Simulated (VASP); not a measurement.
# Ge (I4/mmm) in VASP: relaxation of cell and atoms with PBE

Aim: the relaxation of cell and atoms of Ge with PBE.

Program: VASP 6.6.1. These are calculated values, not measurements. Logs are shortened: lines on timing, memory, paths and dates and some standing lists are left out, and cuts for length are marked.

## (1) The cell of the first run

The structure is tetragonal, space group I4/mmm (No. 139). Conventional cell: a = 2.997 Å, b = 2.997 Å, c = 4.370 Å, α = 90.00°, β = 90.00°, γ = 90.00°. Within 3.9 Å of Ge (site symmetry 4/mmm) lie 12 Ge at 3.00 to 3.04 Å.

## (2) Relaxation of cell and atoms, PBE

Input file INCAR:

```
  ALGO = Normal
  EDIFF = 1E-6
  EDIFFG = -0.01
  ENCUT = 600
  GGA = PE
  IBRION = 2
  ISIF = 3
  ISMEAR = 0
  LASPH = True
  LCHARG = False
  LREAL = False
  LWAVE = False
  NELM = 80
  NSW = 100
  PREC = Accurate
  SIGMA = 0.1
```

Input file KPOINTS:

```
k-points
0
Gamma
  26 26 26
```

Input file POSCAR:

```
Ge
1.0
   -1.4982992971      1.4982992971      2.1848668856
    1.4982992971     -1.4982992971      2.1848668856
    1.4982992971      1.4982992971     -2.1848668856
Ge
1
Direct
    0.0000000000      0.0000000000      0.0000000000
```

Potentials or basis: VASP PAW PBE potentials, release 64 (Ge_d).

Command:

```console
> cat potpaw_PBE.64/Ge_d/POTCAR > POTCAR
> mpirun -np 1 vasp_std > vasp.out
```

OUTCAR:

```text
EDIFF = 1E-6
   EDIFFG = -0.01
   ENCUT = 600
   GGA = PE
   IBRION = 2
   ISIF = 3
   ISMEAR = 0
   LASPH = True
   LREAL = False
   NELM = 80
   NSW = 100
   PREC = Accurate

 ion  position               nearest neighbor table
   1  0.000  0.000  0.000-

  LATTYP: Found a body centered tetragonal cell.
 ALAT       =     2.9965985942
 C/A-ratio  =     1.4582312692

  Lattice vectors:

 A1 = (  -1.4982992971,   1.4982992971,   2.1848668856)
 A2 = (   1.4982992971,  -1.4982992971,   2.1848668856)
 A3 = (   1.4982992971,   1.4982992971,  -2.1848668856)

Analysis of symmetry for initial positions (statically):
=====================================================================
 Subroutine PRICEL returns:
 Original cell was already a primitive cell.

 Routine SETGRP: Setting up the symmetry group for a
 body centered tetragonal supercell.

 Subroutine GETGRP returns: Found 16 space group operations
 (whereof 16 operations were pure point group operations)
 out of a pool of 16 trial point group operations.

The static configuration has the point symmetry D_4h.

Analysis of symmetry for dynamics (positions and initial velocities):
=====================================================================
 Subroutine PRICEL returns:
 Original cell was already a primitive cell.

 Routine SETGRP: Setting up the symmetry group for a
 body centered tetragonal supercell.

 Subroutine GETGRP returns: Found 16 space group operations
 (whereof 16 operations were pure point group operations)
 out of a pool of 16 trial point group operations.

The dynamic configuration has the point symmetry D_4h.

 Subroutine INISYM returns: Found 16 space group operations
 (whereof 16 operations are pure point group operations),
 and found     1 'primitive' translations

----------------------------------------------------------------------------------------

                                     Primitive cell

  volume of cell :      19.6192

  direct lattice vectors                    reciprocal lattice vectors
    -1.498299297  1.498299297  2.184866886     0.000000000  0.333711696  0.228846894
     1.498299297 -1.498299297  2.184866886     0.333711696  0.000000000  0.228846894
     1.498299297  1.498299297 -2.184866886     0.333711696  0.333711696  0.000000000

  length of vectors
     3.043590786  3.043590786  3.043590786     0.404641072  0.404641072  0.471939607

  position of ions in fractional coordinates (direct lattice)
     0.000000000  0.000000000  0.000000000

  ion indices of the primitive-cell ions
   primitive index   ion index
                 1           1

----------------------------------------------------------------------------------------

 KPOINTS: k-points

Automatic generation of k-mesh.
 Grid dimensions read from file:
 generate k-points for:   26   26   26

 Generating k-lattice:

  Cartesian coordinates                     Fractional coordinates (reciprocal lattice)
     0.000000000  0.012835065  0.008801804     0.038461538  0.000000000  0.000000000
     0.012835065  0.000000000  0.008801804     0.000000000  0.038461538  0.000000000
     0.012835065  0.012835065  0.000000000     0.000000000  0.000000000  0.038461538

  Length of vectors
     0.015563118  0.015563118  0.018151523

  Shift w.r.t. Gamma in fractional coordinates (k-lattice)
     0.000000000  0.000000000  0.000000000

 Subroutine IBZKPT returns following result:
 ===========================================

 Found   1330 irreducible k-points:

 Following reciprocal coordinates:
            Coordinates               Weight
  0.000000  0.000000  0.000000      1.000000
  0.038462  0.000000  0.000000      8.000000
  0.076923  0.000000  0.000000      8.000000
  0.115385 -0.000000  0.000000      8.000000
  0.153846 -0.000000  0.000000      8.000000
  0.192308 -0.000000  0.000000      8.000000
[... 16 lines left out ...]
  0.346154  0.038462 -0.000000     16.000000
  0.384615  0.038462  0.000000     16.000000
 [... further k-points ...]
   k-points           NKPTS =   1330   k-points in BZ     NKDIM =   1330   number of bands    NBANDS=     11
   number of dos      NEDOS =    301   number of ions     NIONS =      1
   total plane-waves  NPLWV =  13824
   dimension x,y,z NGX =    24 NGY =   24 NGZ =   24
   dimension x,y,z NGXF=    48 NGYF=   48 NGZF=   48
   ions per type =               1
   NGX,Y,Z   is equivalent  to a cutoff of  13.11, 13.11, 13.11 a.u.
   NGXF,Y,Z  is equivalent  to a cutoff of  26.22, 26.22, 26.22 a.u.
 SYSTEM =  unknown system
   PREC   = accura    normal or accurate (medium, high low for compatibility)
   ISTART =      0    job   : 0-new  1-cont  2-samecut
   ICHARG =      2    charge: 1-file 2-atom 10-const
   ISPIN  =      1    spin polarized calculation?
   LNONCOLLINEAR =      F non collinear calculations
   LSORBIT =      F    spin-orbit coupling
   LASPH  =      T    aspherical Exc in radial PAW
   ENCUT  =  600.0 eV  44.10 Ry    6.64 a.u.   6.08  6.08  6.08*2*pi/ulx,y,z
   NELM   =     80;   NELMIN=  2; NELMDL= -5     # of ELM steps
   EDIFF  = 0.1E-05   stopping-criterion for ELM
   LREAL  =      F    real-space projection
   EDIFFG = -.1E-01   stopping-criterion for IOM
   NSW    =    100    number of steps for IOM
   IBRION =      2    ionic relax: 0-MD 1-quasi-New 2-CG
   NFREE  =      1    steps in history (QN), initial steepest desc. (CG)
   ISIF   =      3    stress and relaxation
   ISYM   =      2    0-nonsym 1-usesym 2-fastsym
   POTIM  = 0.5000    time-step for ionic-motion
   TEBEG  =    0.0;   TEEND  =   0.0 temperature during run
   PSTRESS=    0.0 pullay stress
   NELECT =      14.0000    total number of electrons
   NUPDOWN=      -1.0000    fix difference up-down
   EMIN   =  10.00;   EMAX   =-10.00  energy-range for DOS
   EFERMI =   0.00;   METHOD = LEGACY
   ISMEAR =     0;   SIGMA  =   0.10  broadening in eV -4-tet -1-fermi 0-gaus
   EFERMI_NEDOS =   21; number of points for ismear=-14 and -15
   IALGO  =     38    algorithm
   IMIX   =      4    mixing-type and parameters
     AMIX     =   0.40;   BMIX     =  1.00
     AMIX_MAG =   1.60;   BMIX_MAG =  1.00
  volume/ion in A,a.u.               =      19.62       132.40
  Fermi-wavevector in a.u.,A,eV,Ry     =   1.462930  2.764536 29.118691  2.140163
  Thomas-Fermi vector in A             =   2.579085
   LORBIT       =      0    0 simple, 1 ext, 2 COOP (PROOUT), +10 PAW based schemes
   GGA     = PE    functional components
   LHFCALC =     F    Hartree Fock is set to
   AEXX    =    0.0000 exact exchange contribution
   IVDW    =     0    specifies the selected vdW correction
   LEPSILON=     F    determine dielectric tensor
   LRPA    =     F    only Hartree local field effects (RPA)
 conjugate gradient relaxation of ions
 non-spin polarized calculation
 Gauss-broadening in eV      SIGMA  =   0.10
  energy-cutoff  :      600.00
  volume of cell :       19.62
 maximum number of plane-waves:       668
   NGX = 13   NGY = 13   NGZ = 13

--------------------------------------- Ionic step        1  -------------------------------------------

 number of electron      14.0000011 magnetization

 Free energy of the ion-electron system (eV)
  ---------------------------------------------------
  ext. energy  EPLUGINS =         0.00000000
  ---------------------------------------------------
  free energy    TOTEN  =        -4.18876206 eV

  energy without entropy =       -4.18635287  energy(sigma->0) =       -4.18755746

------------------------ aborting loop because EDIFF is reached ----------------------------------------

  FORCE on cell =-STRESS in cart. coord.  units (eV):
  Direction    XX          YY          ZZ          XY          YZ          ZX
  --------------------------------------------------------------------------------------
  -------------------------------------------------------------------------------------
  Total       -0.0475913     -0.0475913     -0.0021489      0.0000000      0.0000000      0.0000000
  in kB       -3.8864780     -3.8864780     -0.1754864      0.0000000      0.0000000      0.0000000
  external PRESSURE =      -2.6494808 kB  Pullay stress =       0.0000000 kB
[... 265 lines left out ...]
  energy  without entropy=       -4.1868711807  energy(sigma->0) =       -4.18799912

--------------------------------------- Ionic step        9  -------------------------------------------

 number of electron      14.0000010 magnetization

 Free energy of the ion-electron system (eV)
  ---------------------------------------------------
  ext. energy  EPLUGINS =         0.00000000
  ---------------------------------------------------
  free energy    TOTEN  =        -4.18942156 eV

  energy without entropy =       -4.18727658  energy(sigma->0) =       -4.18834907

 E-fermi :   6.4988     XC(G=0): -11.1217

 val. band max:        6.4910575542   @ k =  -0.1154   0.2692   0.0769
 cond. band min:       6.4994777728   @ k =   0.3846   0.1923   0.1538
 fundamental gap:      0.0084202186
 Fermi energy:         6.4987783622

 k-point     1 :       0.0000    0.0000    0.0000
  band No.  band energies     occupation
      1     -18.3079      2.00000
      2     -18.2867      2.00000
      3     -18.2867      2.00000
      4     -18.2654      2.00000
      5     -18.2351      2.00000
      6      -6.4592      2.00000
      7      15.0649      0.00000
      8      15.0880      0.00000
      9      15.0880      0.00000
     10      19.9821      0.00000
     11      20.4855      0.00000
[... 309 lines left out ...]
 k-point    24 :       0.3846    0.0385    0.0000
  band No.  band energies     occupation
      1     -18.2987      2.00000
      2     -18.2941      2.00000
      3     -18.2768      2.00000
      4     -18.2164      2.00000
      5     -18.2120      2.00000
      6      -2.7091      2.00000
      7       3.0035      2.00000
      8      12.5111      0.00000
      9      13.4362      0.00000
     10      17.7097      0.00000
     11      18.9494      0.00000

 [... further k-points ...]

------------------------ aborting loop because EDIFF is reached ----------------------------------------

  FORCE on cell =-STRESS in cart. coord.  units (eV):
  Direction    XX          YY          ZZ          XY          YZ          ZX
  --------------------------------------------------------------------------------------
  -------------------------------------------------------------------------------------
  Total       -0.0008110     -0.0008110      0.0086246      0.0000000     -0.0000000      0.0000000
  in kB       -0.0664925     -0.0664925      0.7070782      0.0000000     -0.0000000      0.0000000
  external PRESSURE =       0.1913644 kB  Pullay stress =       0.0000000 kB
[... 16 lines left out ...]
  FREE ENERGIE OF THE ION-ELECTRON SYSTEM (eV)
  ---------------------------------------------------
  free  energy   TOTEN  =        -4.1894215598 eV

  energy  without entropy=       -4.1872765758  energy(sigma->0) =       -4.18834907

 reached required accuracy - stopping structural energy minimisation
```

It took 21 min on 1 thread of Oxide Virtual Turin-like, shared host; peak memory 0.42 GiB.

What came out:

```yaml
Free_energy: -4.1894 eV
Relaxed_volume: 19.54 Å³/atom
Relaxed_cell: a = 3.058 Å, b = 3.058 Å, c = 3.058 Å, α = 122.07°, β = 122.07°, γ = 86.45°
Space_group_after_relaxing_to_0.05_Å: I4/mmm (No. 139)
Energy_gained_by_relaxing: 0.7 meV/atom
Ionic_steps: 9
Pressure_after_relaxing: 0.0 GPa
Band_gap_on_the_k_mesh: zero (band 7 reaches 15.06 eV, above the bottom of band 8 at 3.80 eV)
```

The path:
```tsv
step	energy change (eV)	largest force (eV/Å)	pressure (GPa)	volume (Å³)
1	0.0000	0.0000	-0.26	19.62
2	-0.0001	0.0000	0.36	19.53
3	-0.0001	0.0000	-0.02	19.55
4	-0.0001	0.0000	0.07	19.54
5	-0.0001	0.0000	0.09	19.54
6	-0.0001	0.0000	0.11	19.53
7	-0.0002	0.0000	0.15	19.54
8	-0.0004	0.0000	0.18	19.54
9	-0.0007	0.0000	0.02	19.54
```

Final structure:
```yaml
crystal:
  lattice:
    - [-1.48077, 1.48077, 2.22817]
    - [1.48077, -1.48077, 2.22817]
    - [1.48077, 1.48077, -2.22817]
  atoms:
    - { symbol: Ge, position: [0.00000, 0.00000, 0.00000] }
```
